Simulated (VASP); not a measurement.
# Mg (P6_3/mmc) in VASP: further runs

Runs on Mg. Level: PBE. Tasks: single point, relaxation of cell and atoms.

Everything below comes from runs of VASP 6.6.1. Logs are shortened: lines on timing, memory, paths and dates and some standing lists are left out, and cuts for length are marked.

**1. The cell of the first run**

Symmetry: P6_3/mmc, No. 194, hexagonal system. Conventional cell: a = 3.155 Å, b = 3.155 Å, c = 5.358 Å, α = 90.00°, β = 90.00°, γ = 120.00°. Within 4.2 Å of Mg (site symmetry -6m2) lie 12 Mg at 3.15 to 3.24 Å.

**2. Single point, PBE**

INCAR

```
  ALGO = Normal
  EDIFF = 1E-6
  ENCUT = 520
  GGA = PE
  ISIF = 2
  ISMEAR = 0
  LASPH = True
  LCHARG = False
  LREAL = False
  LWAVE = False
  NBANDS = 9
  NELM = 100
  PREC = Accurate
  SIGMA = 0.2702
```

KPOINTS

```
k-points
0
Gamma
  7 7 4
```

POSCAR

```
Mg
1.0
    3.1548273979      0.0000000000      0.0000000000
   -1.5774136989      2.7321606711      0.0000000000
    0.0000000000      0.0000000000      5.3582893199
Mg
2
Direct
    0.3333333333      0.6666666667      0.2500000000
    0.6666666667      0.3333333333      0.7500000000
```

Potentials or basis: VASP PAW PBE potentials, release 64 (Mg).

Started as:

```
$ cat potpaw_PBE.64/Mg/POTCAR > POTCAR
$ mpirun -np 1 vasp_std > vasp.out
```

OUTCAR:

```text
EDIFF = 1E-6
   ENCUT = 520
   GGA = PE
   ISIF = 2
   ISMEAR = 0
   LASPH = True
   LREAL = False
   NELM = 100
   PREC = Accurate

 ion  position               nearest neighbor table
   1  0.333  0.667  0.250-   2 3.24   2 3.24   2 3.24   2 3.24   2 3.24   2 3.24
   2  0.667  0.333  0.750-   1 3.24   1 3.24   1 3.24   1 3.24   1 3.24   1 3.24

  LATTYP: Found a hexagonal cell.
 ALAT       =     3.1548273979
 C/A-ratio  =     1.6984413548

  Lattice vectors:

 A1 = (   3.1548273979,   0.0000000000,   0.0000000000)
 A2 = (  -1.5774136989,   2.7321606711,   0.0000000000)
 A3 = (   0.0000000000,   0.0000000000,   5.3582893199)

Analysis of symmetry for initial positions (statically):
=====================================================================
 Subroutine PRICEL returns:
 Original cell was already a primitive cell.

 Routine SETGRP: Setting up the symmetry group for a
 hexagonal supercell.

 Subroutine GETGRP returns: Found 24 space group operations
 (whereof 12 operations were pure point group operations)
 out of a pool of 24 trial point group operations.

The static configuration has the point symmetry D_3d.
 The point group associated with its full space group is D_6h.

Analysis of symmetry for dynamics (positions and initial velocities):
=====================================================================
 Subroutine PRICEL returns:
 Original cell was already a primitive cell.

 Routine SETGRP: Setting up the symmetry group for a
 hexagonal supercell.

 Subroutine GETGRP returns: Found 24 space group operations
 (whereof 12 operations were pure point group operations)
 out of a pool of 24 trial point group operations.

The dynamic configuration has the point symmetry D_3d.
 The point group associated with its full space group is D_6h.

 Subroutine INISYM returns: Found 24 space group operations
 (whereof 12 operations are pure point group operations),
 and found     1 'primitive' translations

----------------------------------------------------------------------------------------

                                     Primitive cell

  volume of cell :      46.1857

  direct lattice vectors                    reciprocal lattice vectors
     3.154827398  0.000000000  0.000000000     0.316974552  0.183005343  0.000000000
    -1.577413699  2.732160671  0.000000000     0.000000000  0.366010685  0.000000000
     0.000000000  0.000000000  5.358289320     0.000000000  0.000000000  0.186626727

  length of vectors
     3.154827398  3.154827398  5.358289320     0.366010685  0.366010685  0.186626727

  position of ions in fractional coordinates (direct lattice)
     0.333333333  0.666666667  0.250000000
     0.666666667  0.333333333  0.750000000

  ion indices of the primitive-cell ions
   primitive index   ion index
                 1           1
                 2           2

----------------------------------------------------------------------------------------

 KPOINTS: k-points

Automatic generation of k-mesh.
 Grid dimensions read from file:
 generate k-points for:    7    7    4

 Generating k-lattice:

  Cartesian coordinates                     Fractional coordinates (reciprocal lattice)
     0.045282079  0.026143620  0.000000000     0.142857143  0.000000000  0.000000000
     0.000000000  0.052287241  0.000000000     0.000000000  0.142857143  0.000000000
     0.000000000  0.000000000  0.046656682     0.000000000  0.000000000  0.250000000

  Length of vectors
     0.052287241  0.052287241  0.046656682

  Shift w.r.t. Gamma in fractional coordinates (k-lattice)
     0.000000000  0.000000000  0.000000000

 Subroutine IBZKPT returns following result:
 ===========================================

 Found     24 irreducible k-points:

 Following reciprocal coordinates:
            Coordinates               Weight
  0.000000  0.000000  0.000000      1.000000
  0.142857 -0.000000  0.000000      6.000000
  0.285714  0.000000  0.000000      6.000000
  0.428571 -0.000000  0.000000      6.000000
  0.142857  0.142857  0.000000      6.000000
  0.285714  0.142857  0.000000     12.000000
[... 16 lines left out ...]
  0.428571  0.142857  0.500000      6.000000
  0.285714  0.285714  0.500000      6.000000
   k-points           NKPTS =     24   k-points in BZ     NKDIM =     24   number of bands    NBANDS=      9
   number of dos      NEDOS =    301   number of ions     NIONS =      2
   total plane-waves  NPLWV =  23040
   dimension x,y,z NGX =    24 NGY =   24 NGZ =   40
   dimension x,y,z NGXF=    48 NGYF=   48 NGZF=   80
   ions per type =               2
   NGX,Y,Z   is equivalent  to a cutoff of  12.65, 12.65, 12.41 a.u.
   NGXF,Y,Z  is equivalent  to a cutoff of  25.29, 25.29, 24.82 a.u.
 SYSTEM =  unknown system
   PREC   = accura    normal or accurate (medium, high low for compatibility)
   ISTART =      0    job   : 0-new  1-cont  2-samecut
   ICHARG =      2    charge: 1-file 2-atom 10-const
   ISPIN  =      1    spin polarized calculation?
   LNONCOLLINEAR =      F non collinear calculations
   LSORBIT =      F    spin-orbit coupling
   LASPH  =      T    aspherical Exc in radial PAW
   ENCUT  =  520.0 eV  38.22 Ry    6.18 a.u.   5.87  5.87  9.96*2*pi/ulx,y,z
   NELM   =    100;   NELMIN=  2; NELMDL= -5     # of ELM steps
   EDIFF  = 0.1E-05   stopping-criterion for ELM
   LREAL  =      F    real-space projection
   EDIFFG = 0.1E-04   stopping-criterion for IOM
   NSW    =      0    number of steps for IOM
   IBRION =     -1    ionic relax: 0-MD 1-quasi-New 2-CG
   NFREE  =      0    steps in history (QN), initial steepest desc. (CG)
   ISIF   =      2    stress and relaxation
   ISYM   =      2    0-nonsym 1-usesym 2-fastsym
   POTIM  = 0.5000    time-step for ionic-motion
   TEBEG  =    0.0;   TEEND  =   0.0 temperature during run
   PSTRESS=    0.0 pullay stress
   NELECT =       4.0000    total number of electrons
   NUPDOWN=      -1.0000    fix difference up-down
   EMIN   =  10.00;   EMAX   =-10.00  energy-range for DOS
   EFERMI =   0.00;   METHOD = LEGACY
   ISMEAR =     0;   SIGMA  =   0.27  broadening in eV -4-tet -1-fermi 0-gaus
   EFERMI_NEDOS =   21; number of points for ismear=-14 and -15
   IALGO  =     38    algorithm
   IMIX   =      4    mixing-type and parameters
     AMIX     =   0.40;   BMIX     =  1.00
     AMIX_MAG =   1.60;   BMIX_MAG =  1.00
  volume/ion in A,a.u.               =      23.09       155.84
  Fermi-wavevector in a.u.,A,eV,Ry     =   0.724312  1.368751  7.137989  0.524627
  Thomas-Fermi vector in A             =   1.814749
   LORBIT       =      0    0 simple, 1 ext, 2 COOP (PROOUT), +10 PAW based schemes
   GGA     = PE    functional components
   LHFCALC =     F    Hartree Fock is set to
   AEXX    =    0.0000 exact exchange contribution
   IVDW    =     0    specifies the selected vdW correction
   LEPSILON=     F    determine dielectric tensor
   LRPA    =     F    only Hartree local field effects (RPA)
 non-spin polarized calculation
 Gauss-broadening in eV      SIGMA  =   0.27
  energy-cutoff  :      520.00
  volume of cell :       46.19
 maximum number of plane-waves:      1273
 NGX is ok and might be reduce to    24
   NGX = 11   NGY = 11   NGZ = 19

 number of electron       4.0000000 magnetization

 Free energy of the ion-electron system (eV)
  ---------------------------------------------------
  ext. energy  EPLUGINS =         0.00000000
  ---------------------------------------------------
  free energy    TOTEN  =        -3.05996928 eV

  energy without entropy =       -3.03555912  energy(sigma->0) =       -3.04776420

 E-fermi :   2.6049     XC(G=0):  -8.4718

 val. band max:        2.5289527077   @ k =   0.4286   0.1429   0.5000
 cond. band min:       2.6628872229   @ k =   0.4286  -0.0000   0.2500
 fundamental gap:      0.1339345151
 Fermi energy:         2.6048930673

 k-point     1 :       0.0000    0.0000    0.0000
  band No.  band energies     occupation
      1      -4.3037      2.00000
      2       0.7121      2.00000
      3       0.9477      2.00000
      4      13.9726      0.00000
      5      13.9852      0.00000
      6      13.9852      0.00000
      7      14.1951      0.00000
      8      14.1951      0.00000
      9      15.7742      0.00000

 k-point     2 :       0.1429   -0.0000    0.0000
  band No.  band energies     occupation
      1      -3.8919      2.00000
      2       1.0908      2.00000
      3       1.3488      2.00000
      4       9.8063      0.00000
      5      12.0394      0.00000
      6      12.5941      0.00000
      7      14.3890      0.00000
      8      14.3901      0.00000
      9      15.9049      0.00000

 k-point     3 :       0.2857    0.0000    0.0000
  band No.  band energies     occupation
      1      -2.6673      2.00000
      2       2.2288      1.95097
      3       2.4933      1.44082
      4       5.7404      0.00000
      5      10.0328      0.00000
      6      10.2526      0.00000
      7      10.6686      0.00000
      8      12.3434      0.00000
      9      14.9535      0.00000

 k-point     4 :       0.4286   -0.0000    0.0000
  band No.  band energies     occupation
      1      -0.6627      2.00000
      2       2.0242      1.99763
      3       4.1266      0.00000
      4       4.6528      0.00000
      5       6.8213      0.00000
      6       7.1744      0.00000
      7       9.9848      0.00000
      8      11.2687      0.00000
      9      14.1642      0.00000
[... 205 lines left out ...]
 k-point    22 :       0.2857    0.1429    0.5000
  band No.  band energies     occupation
      1      -0.1938      2.00000
      2      -0.1938      2.00000
      3       5.2427      0.00000
      4       5.2427      0.00000
      5       7.8881      0.00000
      6       7.8881      0.00000
      7      10.0759      0.00000
      8      10.0759      0.00000
      9      14.7235      0.00000

 k-point    23 :       0.4286    0.1429    0.5000
  band No.  band energies     occupation
      1       1.8373      1.99994
      2       1.8373      1.99994
      3       2.5290      1.30898
      4       2.5290      1.30898
      5       7.6068      0.00000
      6       7.6068      0.00000
      7      11.8691      0.00000
      8      11.8691      0.00000
      9      12.2967      0.00000

 k-point    24 :       0.2857    0.2857    0.5000
  band No.  band energies     occupation
      1       1.7246      2.00000
      2       1.7246      2.00000
      3       4.1360      0.00000
      4       4.1360      0.00000
      5       5.0551      0.00000
      6       5.0551      0.00000
      7      11.7354      0.00000
      8      11.7354      0.00000
      9      13.9689      0.00000

------------------------ aborting loop because EDIFF is reached ----------------------------------------

  FORCE on cell =-STRESS in cart. coord.  units (eV):
  Direction    XX          YY          ZZ          XY          YZ          ZX
  --------------------------------------------------------------------------------------
  -------------------------------------------------------------------------------------
  Total       -0.0283205     -0.0283205     -0.0340958     -0.0000000     -0.0000000     -0.0000000
  in kB       -0.9824348     -0.9824348     -1.1827788     -0.0000000     -0.0000000     -0.0000000
  external PRESSURE =      -1.0492162 kB  Pullay stress =       0.0000000 kB

 VOLUME and BASIS-vectors are now :
 -----------------------------------------------------------------------------
  energy-cutoff  :      520.00
  volume of cell :       46.19
      direct lattice vectors                 reciprocal lattice vectors
     3.154827398  0.000000000  0.000000000     0.316974552  0.183005343  0.000000000
    -1.577413699  2.732160671  0.000000000     0.000000000  0.366010685  0.000000000
     0.000000000  0.000000000  5.358289320     0.000000000  0.000000000  0.186626727

 POSITION                                       TOTAL-FORCE (eV/Angst)
 -----------------------------------------------------------------------------------
     -0.00000      1.82144      1.33957         0.000000     -0.000000      0.000000
      1.57741      0.91072      4.01872        -0.000000      0.000000      0.000000
 -----------------------------------------------------------------------------------
    total drift:                                0.000000     -0.000000      0.000000

  FREE ENERGIE OF THE ION-ELECTRON SYSTEM (eV)
  ---------------------------------------------------
  free  energy   TOTEN  =        -3.0599692788 eV

  energy  without entropy=       -3.0355591208  energy(sigma->0) =       -3.04776420
```

Run time: 6.4 s. Hardware: 1 thread of Intel Xeon Platinum 8488C (Sapphire Rapids), shared host; peak memory 0.15 GiB.

What came out:

* Free energy: -3.0600 eV
* Pressure: -0.1 GPa
* Band gap on the k mesh: zero (band 2 reaches 3.32 eV, above the bottom of band 3 at 0.95 eV)

Levels at points of the mesh, in eV from the Fermi level:
| k point | band 1 | band 2 | band 3 | band 4 | band 5 | band 6 | band 7 |
| --- | --- | --- | --- | --- | --- | --- | --- |
| (0.00, 0.00, 0.00) | -6.91 | -1.89 | -1.66 | 11.37 | 11.38 | 11.38 | 11.59 |
| (0.00, 0.00, 0.50) | -5.60 | -5.60 | 4.35 | 4.35 | 12.08 | 12.08 | 12.08 |

**3. Relaxation of cell and atoms, PBE**

This run uses another cell than the first one, of 17.18 Å³/atom, 0.744 times its volume.

INCAR

```
SYSTEM = Mg
ALGO = Normal ; EDIFF = 1E-6
EDIFFG = -0.01 ; ENCUT = 600
GGA = PE ; IBRION = 2
ISIF = 3 ; ISMEAR = 0
LASPH = .TRUE. ; LCHARG = .FALSE.
LREAL = .FALSE. ; LWAVE = .FALSE.
NELM = 100 ; NSW = 60
PREC = Accurate ; SIGMA = 0.2702
```

KPOINTS

```
k-points
0
G
  7 7 4
  0 0 0
```

POSCAR

```
Mg
1.0
    2.7751400000      0.0000000000      0.0000000000
   -1.3875700000      2.4033440000      0.0000000000
    0.0000000000      0.0000000000      5.1516560000
Mg
2
Direct
    0.3333300000      0.6666700000      0.2500000000
    0.6666600000      0.3333300000      0.7500000000
```

Potentials or basis: VASP PAW PBE potentials, release 64 (Mg).

Started as:

```
$ cat potpaw_PBE.64/Mg/POTCAR > POTCAR
$ mpirun -np 1 vasp_std > vasp.out
```

It took 21 s on 1 thread of Intel Xeon Platinum 8488C (Sapphire Rapids), shared host; peak memory 0.16 GiB.

The run converged. Its results:

- Free energy: -3.0599 eV
- Relaxed volume: 23.01 Å³/atom
- Relaxed cell: a = 3.152 Å, b = 3.152 Å, c = 5.348 Å, α = 90.00°, β = 90.00°, γ = 120.00°
- Space group after relaxing (to 0.05 Å): P6_3/mmc (No. 194)
- Energy gained by relaxing: 340.4 meV/atom
- Ionic steps: 4
- Pressure after relaxing: 0.0 GPa
- Band gap on the k mesh: zero (band 2 reaches 3.34 eV, above the bottom of band 3 at 0.98 eV)

The path:
```tsv
step	energy change (eV)	largest force (eV/Å)	pressure (GPa)	volume (Å³)
1	0.0000	0.0000	20.08	34.36
2	-0.6808	0.0000	-0.03	46.09
3	-0.6808	0.0000	0.03	46.00
4	-0.6808	0.0000	0.02	46.03
```

Final structure:
```xyz
2
Lattice="3.1524 0.0000 0.0000 -1.5762 2.7301 0.0000 0.0000 0.0000 5.3479" Properties=species:S:1:pos:R:3 pbc="T T T"
Mg    0.0000    1.8201    1.3370
Mg    1.5762    0.9100    4.0109
```

Levels at points of the mesh, in eV from the Fermi level:
| k point | band 1 | band 2 | band 3 | band 4 | band 5 |
| --- | --- | --- | --- | --- | --- |
| (0.00, 0.00, 0.00) | -6.92 | -1.90 | -1.65 | 11.39 | 11.39 |
| (0.00, 0.00, 0.50) | -5.61 | -5.61 | 4.37 | 4.37 | 12.09 |

Caveat: the k points lie up to 0.33 Å⁻¹ apart in the final cell; the volume moved by over 15 % at a fixed basis, so the end points are rough.
